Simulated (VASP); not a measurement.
## TlCl: single point with PBEsol

The system is TlCl.

```
Tl Cl
1.0
     3.83883    0.00000    0.00000
     0.00000    3.83883    0.00000
     0.00000    0.00000    3.83883
Tl Cl
1 1
Direct
  0.00000 0.00000 0.00000
  0.50000 0.50000 0.50000
```

```json
{
 "Program": "VASP 6.6.1",
 "Task": "single point",
 "Functional": "PBEsol",
 "Potentials or basis": "VASP PAW PBE potentials, release 64 (Tl_d, Cl)",
 "Cutoff": "500 eV",
 "k mesh": "4 × 4 × 4",
 "Occupations": "methfessel-paxton, width 0.001 eV",
 "Spin": "no spin polarisation",
 "Dipole correction": "no",
 "Further INCAR settings": "ALGO = Normal; EDIFF = 1e-06; NBANDS = 17"
}
```

```json
{"Pressure": "-1.4 GPa", "Band gap on the k mesh": "1.94 eV"}
```

Levels at points of the mesh, in eV from the valence-band top:
```csv
k point,band 7,band 8,band 9,band 10,band 11,band 12,band 13,band 14
"(0.00, 0.00, 0.00)",-4.63,-1.52,-1.52,-1.52,7.68,7.68,7.73,7.73
"(0.50, 0.00, 0.00)",-5.50,-1.08,-1.08,0.00,1.94,6.47,6.47,8.64
"(0.50, 0.50, 0.00)",-3.42,-3.02,-3.02,-1.03,4.80,4.80,8.26,8.38
"(0.50, 0.50, 0.50)",-2.21,-2.02,-2.02,-2.02,2.42,2.42,2.42,12.65
```

Run time: 14 s on 1 thread of Intel Xeon 8259CL, with other jobs on the host, peak memory 0.16 GiB.

Caveat: the PAW data sets were made with another functional, which shifts forces and pressure a little; spin-orbit coupling is left out, which moves the levels of the heavy elements. A k mesh can miss the band edges.
